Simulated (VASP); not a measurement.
# CdCo2Se3 (P6/mmm) in VASP: a series of runs

The runs below take CdCo2Se3 through single point, relaxation of cell and atoms, with PBE.

Program: VASP 6.6.1. These are calculated values, not measurements. Logs are shortened: lines on timing, memory, paths and dates and some standing lists are left out, and cuts for length are marked.

## (1) The cell of the first run

It takes space group P6/mmm (No. 191, hexagonal). Conventional cell: a = 5.029 Å, b = 5.029 Å, c = 5.004 Å, α = 90.00°, β = 90.00°, γ = 120.00°. Within 3.3 Å of Cd (site symmetry 6/mmm) lie 2 Se at 2.50 Å and 6 Co at 2.90 Å. Within 3.3 Å of Co (site symmetry -6m2) lie 2 Se at 2.50 Å and 3 Co at 2.90 Å and 3 Cd at 2.90 Å. Within 3.3 Å of Se (site symmetry 6/mmm) lie 2 Cd at 2.50 Å and 6 Se at 2.90 Å. Se (site symmetry -6m2) has 2 Co at 2.50 Å and 6 Se at 2.90 Å within 3.3 Å.

The cell was generated, and may not be a known phase.

## (2) Single point, PBE, collinear spin, ferromagnetic start

Input file INCAR:

```
SYSTEM = CdCo2Se3
PREC = Accurate
ENCUT = 520
EDIFF = 1E-6
ISMEAR = 0
SIGMA = 0.15
LREAL = .False.
LASPH = .True.
NELM = 150
ALGO = Normal
ISIF = 2
LWAVE = .False.
LCHARG = .True.
ISPIN = 2
MAGMOM = 0 3 3 0 0 0
LORBIT = 11
LMAXMIX = 4
GGA = PE
LELF = .True.
LVHAR = .True.
NBANDS = 37
```

Input file KPOINTS:

```
regular mesh
0
Gamma
  3 3 2
  0 0 0
```

Input file POSCAR:

```
CdCo2Se3
1.0
    5.0292418176      0.0000000000      0.0000000000
   -2.5146209088      4.3554511758      0.0000000000
    0.0000000000      0.0000000000      5.0039889499
Cd Co Se
1 2 3
Direct
    0.0000000000      0.0000000000      0.5000000000
    0.3333333333      0.6666666667      0.5000000000
    0.6666666667      0.3333333333      0.5000000000
    0.0000000000      0.0000000000      0.0000000000
    0.6666666667      0.3333333333      0.0000000000
    0.3333333333      0.6666666667      0.0000000000
```

Potentials or basis: VASP PAW PBE potentials, release 64 (Cd, Co, Se).

The run is started by

```sh
$ cat potpaw_PBE.64/Cd/POTCAR potpaw_PBE.64/Co/POTCAR potpaw_PBE.64/Se/POTCAR > POTCAR
$ mpirun -np 1 vasp_std > vasp.out
```

OUTCAR:

```text
SYSTEM = CdCo2Se3
   PREC = Accurate
   ENCUT = 520
   EDIFF = 1E-6
   ISMEAR = 0
   LREAL = .False.
   LASPH = .True.
   NELM = 150
   ISIF = 2
   ISPIN = 2
   LORBIT = 11
   GGA = PE

 ion  position               nearest neighbor table
   1  0.000  0.000  0.500-   4 2.50   4 2.50   2 2.90   3 2.90   2 2.90   3 2.90   3 2.90   2 2.90

   2  0.333  0.667  0.500-   6 2.50   6 2.50   3 2.90   1 2.90   3 2.90   1 2.90   1 2.90   3 2.90

   3  0.667  0.333  0.500-   5 2.50   5 2.50   2 2.90   1 2.90   2 2.90   1 2.90   1 2.90   2 2.90

   4  0.000  0.000  0.000-   1 2.50   1 2.50
   5  0.667  0.333  0.000-   3 2.50   3 2.50
   6  0.333  0.667  0.000-   2 2.50   2 2.50

  LATTYP: Found a hexagonal cell.
 ALAT       =     5.0292418176
 C/A-ratio  =     0.9949787923

  Lattice vectors:

 A1 = (   5.0292418176,   0.0000000000,   0.0000000000)
 A2 = (  -2.5146209088,   4.3554511758,   0.0000000000)
 A3 = (   0.0000000000,   0.0000000000,   5.0039889499)

Analysis of symmetry for initial positions (statically):
=====================================================================
 Subroutine PRICEL returns:
 Original cell was already a primitive cell.

 Routine SETGRP: Setting up the symmetry group for a
 hexagonal supercell.

 Subroutine GETGRP returns: Found 24 space group operations
 (whereof 24 operations were pure point group operations)
 out of a pool of 24 trial point group operations.

The static configuration has the point symmetry D_6h.

Analysis of symmetry for dynamics (positions and initial velocities):
=====================================================================
 Subroutine PRICEL returns:
 Original cell was already a primitive cell.

 Routine SETGRP: Setting up the symmetry group for a
 hexagonal supercell.

 Subroutine GETGRP returns: Found 24 space group operations
 (whereof 24 operations were pure point group operations)
 out of a pool of 24 trial point group operations.

The dynamic configuration has the point symmetry D_6h.

Analysis of structural, dynamic, and magnetic symmetry:
=====================================================================
 Subroutine PRICEL returns:
 Original cell was already a primitive cell.

 Routine SETGRP: Setting up the symmetry group for a
 hexagonal supercell.

 Subroutine GETGRP returns: Found 24 space group operations
 (whereof 24 operations were pure point group operations)
 out of a pool of 24 trial point group operations.

The overall configuration has the point symmetry D_6h.

 Subroutine INISYM returns: Found 24 space group operations
 (whereof 24 operations are pure point group operations),
 and found     1 'primitive' translations

----------------------------------------------------------------------------------------

                                     Primitive cell

  volume of cell :     109.6105

  direct lattice vectors                    reciprocal lattice vectors
     5.029241818  0.000000000  0.000000000     0.198837128  0.114798669  0.000000000
    -2.514620909  4.355451176  0.000000000     0.000000000  0.229597339  0.000000000
     0.000000000  0.000000000  5.003988950     0.000000000  0.000000000  0.199840569

  length of vectors
     5.029241818  5.029241818  5.003988950     0.229597339  0.229597339  0.199840569

  position of ions in fractional coordinates (direct lattice)
     0.000000000  0.000000000  0.500000000
     0.333333333  0.666666667  0.500000000
     0.666666667  0.333333333  0.500000000
     0.000000000  0.000000000  0.000000000
     0.666666667  0.333333333  0.000000000
     0.333333333  0.666666667  0.000000000

  ion indices of the primitive-cell ions
   primitive index   ion index
                 1           1
                 2           2
                 3           3
                 4           4
                 5           5
                 6           6

[... 28 lines left out ...]
  0.000000  0.000000  0.000000      1.000000
  0.333333  0.000000  0.000000      6.000000
  0.333333  0.333333  0.000000      2.000000
  0.000000  0.000000  0.500000      1.000000
  0.333333  0.000000  0.500000      6.000000
  0.333333  0.333333  0.500000      2.000000
   k-points           NKPTS =      6   k-points in BZ     NKDIM =      6   number of bands    NBANDS=     37
   number of dos      NEDOS =    301   number of ions     NIONS =      6
   total plane-waves  NPLWV =  64000
   dimension x,y,z NGX =    40 NGY =   40 NGZ =   40
   dimension x,y,z NGXF=    80 NGYF=   80 NGZF=   80
   ions per type =               1   2   3
   NGX,Y,Z   is equivalent  to a cutoff of  13.22, 13.22, 13.29 a.u.
   NGXF,Y,Z  is equivalent  to a cutoff of  26.44, 26.44, 26.58 a.u.
 SYSTEM =  CdCo2Se3
   PREC   = accura    normal or accurate (medium, high low for compatibility)
   ISTART =      0    job   : 0-new  1-cont  2-samecut
   ICHARG =      2    charge: 1-file 2-atom 10-const
   ISPIN  =      2    spin polarized calculation?
   LNONCOLLINEAR =      F non collinear calculations
   LSORBIT =      F    spin-orbit coupling
   LASPH  =      T    aspherical Exc in radial PAW
   ENCUT  =  520.0 eV  38.22 Ry    6.18 a.u.   9.35  9.35  9.30*2*pi/ulx,y,z
   NELM   =    150;   NELMIN=  2; NELMDL= -5     # of ELM steps
   EDIFF  = 0.1E-05   stopping-criterion for ELM
   LREAL  =      F    real-space projection
   EDIFFG = 0.1E-04   stopping-criterion for IOM
   NSW    =      0    number of steps for IOM
   IBRION =     -1    ionic relax: 0-MD 1-quasi-New 2-CG
   NFREE  =      0    steps in history (QN), initial steepest desc. (CG)
   ISIF   =      2    stress and relaxation
   ISYM   =      2    0-nonsym 1-usesym 2-fastsym
   POTIM  = 0.5000    time-step for ionic-motion
   TEBEG  =    0.0;   TEEND  =   0.0 temperature during run
   PSTRESS=    0.0 pullay stress
   NELECT =      48.0000    total number of electrons
   NUPDOWN=      -1.0000    fix difference up-down
   EMIN   =  10.00;   EMAX   =-10.00  energy-range for DOS
   EFERMI =   0.00;   METHOD = LEGACY
   ISMEAR =     0;   SIGMA  =   0.15  broadening in eV -4-tet -1-fermi 0-gaus
   EFERMI_NEDOS =   21; number of points for ismear=-14 and -15
   IALGO  =     38    algorithm
   IMIX   =      4    mixing-type and parameters
     AMIX     =   0.40;   BMIX     =  1.00
     AMIX_MAG =   1.60;   BMIX_MAG =  1.00
  volume/ion in A,a.u.               =      18.27       123.28
  Fermi-wavevector in a.u.,A,eV,Ry     =   1.243191  2.349291 21.028134  1.545524
  Thomas-Fermi vector in A             =   2.377513
   LORBIT       =     11    0 simple, 1 ext, 2 COOP (PROOUT), +10 PAW based schemes
   GGA     = PE    functional components
   LHFCALC =     F    Hartree Fock is set to
   AEXX    =    0.0000 exact exchange contribution
   IVDW    =     0    specifies the selected vdW correction
   LEPSILON=     F    determine dielectric tensor
   LRPA    =     F    only Hartree local field effects (RPA)
 spin polarized calculation
 Gauss-broadening in eV      SIGMA  =   0.15
  energy-cutoff  :      520.00
  volume of cell :      109.61
 maximum number of plane-waves:      2971
 NGX is ok and might be reduce to    40
   NGX = 19   NGY = 19   NGZ = 19

 number of electron      47.9999991 magnetization       3.1717566

 Free energy of the ion-electron system (eV)
  ---------------------------------------------------
  ext. energy  EPLUGINS =         0.00000000
  ---------------------------------------------------
  free energy    TOTEN  =       -22.08721426 eV

  energy without entropy =      -22.01217130  energy(sigma->0) =      -22.04969278

 E-fermi :   5.4131     XC(G=0): -10.9945

 val. band max:        5.4006142519   @ k =   0.3333   0.3333   0.0000
 cond. band min:       5.5455670403   @ k =   0.3333   0.3333   0.0000
 fundamental gap:      0.1449527884
 Fermi energy:         5.4131046510

 spin component 1

 k-point     1 :       0.0000    0.0000    0.0000
  band No.  band energies     occupation
      1     -10.3193      1.00000
      2      -6.9229      1.00000
      3      -6.3844      1.00000
      4      -3.1191      1.00000
      5      -3.1191      1.00000
      6      -3.0639      1.00000
[... 223 lines left out ...]
     35      12.5594      0.00000
     36      12.5594      0.00000
 Fermi energy:         5.4131046510

 spin component 2

 k-point     1 :       0.0000    0.0000    0.0000
  band No.  band energies     occupation
      1     -10.3045      1.00000
      2      -6.8828      1.00000
      3      -6.3881      1.00000
      4      -3.1311      1.00000
      5      -3.1311      1.00000
      6      -3.0857      1.00000
[... 223 lines left out ...]
     35      12.8161      0.00000
     36      12.8161      0.00000
 [bands above 36 left out]

------------------------ aborting loop because EDIFF is reached ----------------------------------------

  FORCE on cell =-STRESS in cart. coord.  units (eV):
  Direction    XX          YY          ZZ          XY          YZ          ZX
  --------------------------------------------------------------------------------------
  -------------------------------------------------------------------------------------
  Total        0.2697450      0.2697450      0.4484355      0.0000000      0.0000000     -0.0000000
  in kB        3.9428659      3.9428659      6.5547862      0.0000000      0.0000000     -0.0000000
  external PRESSURE =       4.8135060 kB  Pullay stress =       0.0000000 kB

 VOLUME and BASIS-vectors are now :
 -----------------------------------------------------------------------------
  energy-cutoff  :      520.00
  volume of cell :      109.61
      direct lattice vectors                 reciprocal lattice vectors
     5.029241818  0.000000000  0.000000000     0.198837128  0.114798669  0.000000000
    -2.514620909  4.355451176  0.000000000     0.000000000  0.229597339  0.000000000
     0.000000000  0.000000000  5.003988950     0.000000000  0.000000000  0.199840569

 POSITION                                       TOTAL-FORCE (eV/Angst)
 -----------------------------------------------------------------------------------
      0.00000      0.00000      2.50199        -0.000000      0.000000     -0.000000
     -0.00000      2.90363      2.50199        -0.000000      0.000000     -0.000000
      2.51462      1.45182      2.50199         0.000000      0.000000      0.000000
      0.00000      0.00000      0.00000        -0.000000      0.000000     -0.000000
      2.51462      1.45182      0.00000         0.000000      0.000000     -0.000000
     -0.00000      2.90363      0.00000        -0.000000      0.000000     -0.000000
 -----------------------------------------------------------------------------------
    total drift:                               -0.000000     -0.000000      0.000000

  FREE ENERGIE OF THE ION-ELECTRON SYSTEM (eV)
  ---------------------------------------------------
  free  energy   TOTEN  =       -22.0872142560 eV

  energy  without entropy=      -22.0121712951  energy(sigma->0) =      -22.04969278

 total charge

# of ion       s       p       d       tot
------------------------------------------
    1        0.565   0.347   9.482  10.394
    2        0.374   0.252   7.246   7.871
    3        0.374   0.252   7.246   7.871
    4        1.520   2.188   0.072   3.781
    5        1.505   2.142   0.069   3.716
    6        1.505   2.142   0.069   3.716
--------------------------------------------------
tot          5.842   7.323  24.185  37.350

 magnetization (x)

# of ion       s       p       d       tot
------------------------------------------
    1       -0.019  -0.036   0.021  -0.034
    2        0.013  -0.017   1.686   1.683
    3        0.013  -0.017   1.686   1.683
    4       -0.005   0.061  -0.003   0.052
    5        0.010  -0.029   0.002  -0.017
    6        0.010  -0.029   0.002  -0.017
--------------------------------------------------
tot          0.023  -0.068   3.394   3.350
```

Wall time 48 s (1 thread of Intel Xeon 6975P-C (Granite Rapids), shared host); peak memory 0.29 GiB.

What came out:

```
Free energy                                           : -22.0872 eV
Pressure                                              : 0.5 GPa
Net moment                                            : 3.17 μB per cell
Site moments                                          : Cd -0.03; Co +1.68; Se +0.05, -0.02 (each value once) μB
Valence electrons inside the program's atomic spheres : Cd 10.39; Co 7.87; Se 3.78, 3.72 (each value once)
```

Stress tensor (GPa, compression positive):
```
0.39 0.00 0.00
0.00 0.39 0.00
0.00 0.00 0.66
```

Levels at points of the mesh, in eV from the Fermi level:
Spin up:
```csv
k point,band 21,band 22,band 23,band 24,band 25,band 26,band 27,band 28,band 29,band 30
"(0.00, 0.00, 0.00)",-1.83,-1.73,-1.72,-1.66,-1.46,-1.46,3.40,3.40,4.69,4.83
"(0.00, 0.00, 0.50)",-1.34,-1.31,-1.31,-0.95,0.24,2.83,3.02,3.02,3.27,3.27
```
Spin down:
```
           k point  band 21  band 22  band 23  band 24  band 25  band 26
(0.00, 0.00, 0.00)    -0.28    -0.28    -0.16    -0.16     0.23     0.53
(0.00, 0.00, 0.50)    -0.14    -0.14    -0.03    -0.03     1.88     3.40
```

Caveat: the k points lie up to 0.63 Å⁻¹ apart.

(Part 1 of 2 ends here.)
